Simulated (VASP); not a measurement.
# BaTiO3 (P4mm) in VASP: settings compared, part 2 of 2

VASP 6.6.1. Earlier steps stand in the parts before.

## Step 3: Single point, PBE+D4

This run uses another cell than the first one, of 13.01 Å³/atom, 0.975 times its volume.

The input, INCAR:

```
SYSTEM = BaTiO3
PREC     = Accurate       ! precision mode
ENCUT    = 910            ! plane-wave cutoff, eV
EDIFF    = 1E-6           ! SCF threshold, eV
ISMEAR   = 0              ! smearing method
SIGMA    = 0.01           ! smearing width, eV
LREAL    = .False.        ! projectors in reciprocal space
LASPH    = .True.         ! aspherical terms in the spheres
NELM     = 120            ! most SCF steps
ALGO     = Normal         ! electronic algorithm
ISIF     = 2              ! what is computed and relaxed
LWAVE    = .False.        ! write WAVECAR
LCHARG   = .False.        ! write CHGCAR
GGA      = PE             ! functional
IVDW     = 13             ! dispersion correction
NBANDS   = 28             ! bands
GGA_COMPAT= .False.
```

The input, KPOINTS:

```
regular mesh
0
Gamma
  5 5 5
  0 0 0
```

The input, POSCAR:

```
BaTiO3
1.0
    3.9721659923      0.0000000000      0.0000000000
    0.0000000000      3.9721659923      0.0000000000
    0.0000000000      0.0000000000      4.1229269517
Ba Ti O
1 1 3
Direct
    0.0000000000      0.0000000000     -0.0064306204
    0.5000000000      0.5000000000      0.4767605849
    0.5000000000      0.5000000000      0.0345128601
    0.5000000000      0.0000000000      0.5190785877
    0.0000000000      0.5000000000      0.5190785877
```

Potentials or basis: VASP PAW PBE potentials, release 64 (Ba_sv, Ti_sv, O_h).

The run is started by

```
> cat potpaw_PBE.64/Ba_sv/POTCAR potpaw_PBE.64/Ti_sv/POTCAR potpaw_PBE.64/O_h/POTCAR > POTCAR
> mpirun -np 1 vasp_std > vasp.out
```

OUTCAR:

```text
SYSTEM = BaTiO3
   PREC = Accurate
   ENCUT = 910
   EDIFF = 1E-6
   ISMEAR = 0
   LREAL = .False.
   LASPH = .True.
   NELM = 120
   ISIF = 2
   GGA = PE
   IVDW = 13

 ion  position               nearest neighbor table
   1  0.000  0.000  0.994-   4 2.79   5 2.79   5 2.79   4 2.79   3 2.81   3 2.81   3 2.81   3 2.81
                             4 2.94   5 2.94   5 2.94   4 2.94   2 3.44   2 3.44   2 3.44   2 3.44
   2  0.500  0.500  0.477-   3 1.82   4 1.99   5 1.99   4 1.99   5 1.99   1 3.44   1 3.44   1 3.44
                             1 3.44   1 3.53   1 3.53   1 3.53   1 3.53
   3  0.500  0.500  0.035-   2 1.82   1 2.81   1 2.81   1 2.81   1 2.81
   4  0.500  0.000  0.519-   2 1.99   2 1.99   1 2.79   1 2.79   1 2.94   1 2.94
   5  0.000  0.500  0.519-   2 1.99   2 1.99   1 2.79   1 2.79   1 2.94   1 2.94

  LATTYP: Found a simple tetragonal cell.
 ALAT       =     3.9721659923
 C/A-ratio  =     1.0379543452

  Lattice vectors:

 A1 = (   3.9721659923,   0.0000000000,   0.0000000000)
 A2 = (   0.0000000000,   3.9721659923,   0.0000000000)
 A3 = (   0.0000000000,   0.0000000000,   4.1229269517)

Analysis of symmetry for initial positions (statically):
=====================================================================
 Subroutine PRICEL returns:
 Original cell was already a primitive cell.

 Routine SETGRP: Setting up the symmetry group for a
 simple tetragonal supercell.

 Subroutine GETGRP returns: Found  8 space group operations
 (whereof  8 operations were pure point group operations)
 out of a pool of 16 trial point group operations.

The static configuration has the point symmetry C_4v.

Analysis of symmetry for dynamics (positions and initial velocities):
=====================================================================
 Subroutine PRICEL returns:
 Original cell was already a primitive cell.

 Routine SETGRP: Setting up the symmetry group for a
 simple tetragonal supercell.

 Subroutine GETGRP returns: Found  8 space group operations
 (whereof  8 operations were pure point group operations)
 out of a pool of 16 trial point group operations.

The dynamic configuration has the point symmetry C_4v.

 Subroutine INISYM returns: Found  8 space group operations
 (whereof  8 operations are pure point group operations),
 and found     1 'primitive' translations

----------------------------------------------------------------------------------------

                                     Primitive cell

  volume of cell :      65.0520

  direct lattice vectors                    reciprocal lattice vectors
     3.972165992  0.000000000  0.000000000     0.251751815  0.000000000  0.000000000
     0.000000000  3.972165992  0.000000000     0.000000000  0.251751815  0.000000000
     0.000000000  0.000000000  4.122926952     0.000000000  0.000000000  0.242546136

  length of vectors
     3.972165992  3.972165992  4.122926952     0.251751815  0.251751815  0.242546136

  position of ions in fractional coordinates (direct lattice)
     0.000000000  0.000000000  0.993569380
     0.500000000  0.500000000  0.476760585
     0.500000000  0.500000000  0.034512860
     0.500000000  0.000000000  0.519078588
     0.000000000  0.500000000  0.519078588

  ion indices of the primitive-cell ions
   primitive index   ion index
                 1           1
                 2           2
                 3           3
                 4           4
[... 32 lines left out ...]
  0.400000  0.000000  0.000000      4.000000
  0.200000  0.200000  0.000000      4.000000
  0.400000  0.200000  0.000000      8.000000
  0.400000  0.400000  0.000000      4.000000
[... 10 lines left out ...]
  0.400000  0.200000  0.400000     16.000000
  0.400000  0.400000  0.400000      8.000000
   k-points           NKPTS =     18   k-points in BZ     NKDIM =     18   number of bands    NBANDS=     28
   number of dos      NEDOS =    301   number of ions     NIONS =      5
   total plane-waves  NPLWV =  67200
   dimension x,y,z NGX =    40 NGY =   40 NGZ =   42
   dimension x,y,z NGXF=    80 NGYF=   80 NGZF=   84
   ions per type =               1   1   3
   NGX,Y,Z   is equivalent  to a cutoff of  16.74, 16.74, 16.94 a.u.
   NGXF,Y,Z  is equivalent  to a cutoff of  33.48, 33.48, 33.87 a.u.
 SYSTEM =  BaTiO3
   PREC   = accura    normal or accurate (medium, high low for compatibility)
   ISTART =      0    job   : 0-new  1-cont  2-samecut
   ICHARG =      2    charge: 1-file 2-atom 10-const
   ISPIN  =      1    spin polarized calculation?
   LNONCOLLINEAR =      F non collinear calculations
   LSORBIT =      F    spin-orbit coupling
   LASPH  =      T    aspherical Exc in radial PAW
   ENCUT  =  910.0 eV  66.88 Ry    8.18 a.u.   9.77  9.77 10.14*2*pi/ulx,y,z
   NELM   =    120;   NELMIN=  2; NELMDL= -5     # of ELM steps
   EDIFF  = 0.1E-05   stopping-criterion for ELM
   LREAL  =      F    real-space projection
   EDIFFG = 0.1E-04   stopping-criterion for IOM
   NSW    =      0    number of steps for IOM
   IBRION =     -1    ionic relax: 0-MD 1-quasi-New 2-CG
   NFREE  =      0    steps in history (QN), initial steepest desc. (CG)
   ISIF   =      2    stress and relaxation
   ISYM   =      2    0-nonsym 1-usesym 2-fastsym
   POTIM  = 0.5000    time-step for ionic-motion
   TEBEG  =    0.0;   TEEND  =   0.0 temperature during run
   PSTRESS=    0.0 pullay stress
   NELECT =      40.0000    total number of electrons
   NUPDOWN=      -1.0000    fix difference up-down
   EMIN   =  10.00;   EMAX   =-10.00  energy-range for DOS
   EFERMI =   0.00;   METHOD = LEGACY
   ISMEAR =     0;   SIGMA  =   0.01  broadening in eV -4-tet -1-fermi 0-gaus
   EFERMI_NEDOS =   21; number of points for ismear=-14 and -15
   IALGO  =     38    algorithm
   IMIX   =      4    mixing-type and parameters
     AMIX     =   0.40;   BMIX     =  1.00
     AMIX_MAG =   1.60;   BMIX_MAG =  1.00
  volume/ion in A,a.u.               =      13.01        87.80
  Fermi-wavevector in a.u.,A,eV,Ry     =   1.392114  2.630713 26.367824  1.937980
  Thomas-Fermi vector in A             =   2.515888
   LORBIT       =      0    0 simple, 1 ext, 2 COOP (PROOUT), +10 PAW based schemes
   GGA     = PE    functional components
   LHFCALC =     F    Hartree Fock is set to
   AEXX    =    0.0000 exact exchange contribution
   IVDW    =    13    specifies the selected vdW correction
   LEPSILON=     F    determine dielectric tensor
   LRPA    =     F    only Hartree local field effects (RPA)
 non-spin polarized calculation
 Gauss-broadening in eV      SIGMA  =   0.01
  energy-cutoff  :      910.00
  volume of cell :       65.05
 maximum number of plane-waves:      4076
 NGX is ok and might be reduce to    40
   NGX = 19   NGY = 19   NGZ = 21

 number of electron      40.0000006 magnetization

 Free energy of the ion-electron system (eV)
  ---------------------------------------------------
  ext. energy  EPLUGINS =         0.00000000
  ---------------------------------------------------
  free energy    TOTEN  =       -40.03923253 eV

  energy without entropy =      -40.03923253  energy(sigma->0) =      -40.03923253

 E-fermi :   4.1745     XC(G=0): -11.1685

 val. band max:        4.0423677589   @ k =   0.4000   0.4000   0.2000
 cond. band min:       6.0464631867   @ k =   0.0000   0.0000   0.0000
 fundamental gap:      2.0040954279
 Fermi energy:         4.1745453834

 k-point     1 :       0.0000    0.0000    0.0000
  band No.  band energies     occupation
      1     -52.3458      2.00000
      2     -28.6603      2.00000
      3     -28.5544      2.00000
      4     -28.5544      2.00000
      5     -20.8139      2.00000
      6     -12.7811      2.00000
[... 547 lines left out ...]
     27      11.7133      0.00000
     28      11.9762      0.00000

------------------------ aborting loop because EDIFF is reached ----------------------------------------

  DFT-D4 for vdW energy calculation

  Edisp (eV):   -1.06565

  FORCE on cell =-STRESS in cart. coord.  units (eV):
  Direction    XX          YY          ZZ          XY          YZ          ZX
  --------------------------------------------------------------------------------------
  -------------------------------------------------------------------------------------
  Total       0.51653     0.51653     0.55839     0.00000     0.00000     0.00000
  in kB      12.72182    12.72182    13.75272     0.00000     0.00000     0.00000
  external pressure =       13.07 kB  Pullay stress =        0.00 kB

 VOLUME and BASIS-vectors are now :
 -----------------------------------------------------------------------------
  energy-cutoff  :      910.00
  volume of cell :       65.05
      direct lattice vectors                 reciprocal lattice vectors
     3.972165992  0.000000000  0.000000000     0.251751815  0.000000000  0.000000000
     0.000000000  3.972165992  0.000000000     0.000000000  0.251751815  0.000000000
     0.000000000  0.000000000  4.122926952     0.000000000  0.000000000  0.242546136

 POSITION                                       TOTAL-FORCE (eV/Angst)
 -----------------------------------------------------------------------------------
      0.00000      0.00000      4.09641        -0.000000     -0.000000      0.043734
      1.98608      1.98608      1.96565         0.000000      0.000000      0.035976
      1.98608      1.98608      0.14229        -0.000000     -0.000000     -0.040255
      1.98608      0.00000      2.14012        -0.000000     -0.000000     -0.019727
      0.00000      1.98608      2.14012        -0.000000     -0.000000     -0.019727
 -----------------------------------------------------------------------------------
    total drift:                                0.000000      0.000000      0.002416

  FREE ENERGIE OF THE ION-ELECTRON SYSTEM (eV)
  ---------------------------------------------------
  free  energy   TOTEN  =       -41.1048791675 eV

  energy  without entropy=      -41.1048791675  energy(sigma->0) =      -41.10487917
```

Wall time 58 s (1 thread of Intel Xeon 6975P-C (Granite Rapids), shared host); peak memory 0.29 GiB.

What came out:

```yaml
Free_energy: -41.1049 eV
Pressure: 1.3 GPa
Largest_force: 0.044 eV/Å
Band_gap_on_the_k_mesh: 2.00 eV, indirect (least direct gap 2.31 eV)
Dispersion_energy_per_atom: -0.213 eV
```

Forces on the atoms (eV/Å):
```
Ba   0.000  0.000  0.044
Ti   0.000  0.000  0.036
O    0.000  0.000 -0.040
O    0.000  0.000 -0.020
O    0.000  0.000 -0.020
```

Levels at points of the mesh, in eV from the valence-band top:
```csv
k point,band 16,band 17,band 18,band 19,band 20,band 21,band 22,band 23,band 24,band 25
"(0.00, 0.00, 0.00)",-1.40,-1.10,-0.54,-0.31,-0.31,2.00,2.53,2.53,4.28,4.45
```

Caveat: the cutoff is under 1.25 times the usual one of these potentials, so pressure, stress and relaxed cells hold a basis-set (Pulay) error; spin-orbit coupling is left out, which moves the levels of the heavy elements. Expect the measured gap to be larger: semilocal functionals such as PBE lack the derivative discontinuity.

## Step 4: Single point, PBE+D3(BJ)

This run uses another cell than the first one, of 12.93 Å³/atom, 0.968 times its volume.

The input, INCAR:

```
ALGO = Normal ; EDIFF = 1E-6
ENCUT = 910 ; GGA = PE
GGA_COMPAT = False ; ISIF = 2
ISMEAR = 0 ; IVDW = 12
LASPH = True ; LCHARG = False
LREAL = False ; LWAVE = False
NBANDS = 28 ; NELM = 120
PREC = Accurate ; SIGMA = 0.01
```

The input, KPOINTS:

```
k-points
0
Gamma
  5 5 5
```

The input, POSCAR:

```
BaTiO3
1.0
    3.9730474252      0.0000000000      0.0000000000
    0.0000000000      3.9730474252      0.0000000000
    0.0000000000      0.0000000000      4.0949448263
Ba Ti O
1 1 3
Direct
    0.0000000000      0.0000000000     -0.0040335377
    0.5000000000      0.5000000000      0.4790872813
    0.5000000000      0.5000000000      0.0315564506
    0.5000000000      0.0000000000      0.5181949029
    0.0000000000      0.5000000000      0.5181949029
```

The run is started by

```
> cat potpaw_PBE.64/Ba_sv/POTCAR potpaw_PBE.64/Ti_sv/POTCAR potpaw_PBE.64/O_h/POTCAR > POTCAR
> mpirun -np 1 vasp_std > vasp.out
```

It took 67 s on 1 thread of AMD EPYC 7R13 (Zen 3), shared host; peak memory 0.26 GiB.

The run converged. Its results:

* Free energy: -41.3429 eV
* Pressure: 1.4 GPa
* Largest force: 0.039 eV/Å
* Band gap on the k mesh: 2.00 eV, indirect (least direct gap 2.27 eV)
* Dispersion energy per atom: -0.263 eV

Forces on the atoms (eV/Å):
```
Ba   0.000  0.000  0.039
Ti   0.000  0.000  0.027
O    0.000  0.000 -0.036
O    0.000  0.000 -0.015
O    0.000  0.000 -0.015
```

Levels at points of the mesh, in eV from the valence-band top:
```tsv
k point	band 16	band 17	band 18	band 19	band 20	band 21	band 22	band 23	band 24	band 25
(0.00, 0.00, 0.00)	-1.32	-1.07	-0.44	-0.27	-0.27	2.00	2.47	2.47	4.28	4.43
```

Caveat: the cutoff is under 1.25 times the usual one of these potentials, so pressure, stress and relaxed cells hold a basis-set (Pulay) error; spin-orbit coupling is left out, which moves the levels of the heavy elements. As with any semilocal functional, this PBE gap is likely too small.

## Step 5: The runs side by side

```csv
level,cell,gap on the mesh (eV),pressure (GPa),largest force (eV/Å)
PBE,"a = 3.985, b = 3.985, c = 4.203 Å, 5 atoms",1.98,1.3,0.05
PBE+D4,"a = 3.972, b = 3.972, c = 4.123 Å, 5 atoms",2.00,1.3,0.04
PBE+D3(BJ),"a = 3.973, b = 3.973, c = 4.095 Å, 5 atoms",2.00,1.4,0.04
```

Alike in all rows: task single point; potentials or basis VASP PAW PBE potentials, release 64 (Ba_sv, Ti_sv, O_h); no spin polarisation; k mesh 5 × 5 × 5; cutoff (eV) 910; smearing gaussian 0.01 eV.

Caveats: the cutoff is under 1.25 times the usual one of these potentials, so pressure, stress and relaxed cells hold a basis-set (Pulay) error; spin-orbit coupling is left out, which moves the levels of the heavy elements.

Total energies depend on the potentials used, so only differences within one code and one set of settings carry meaning.
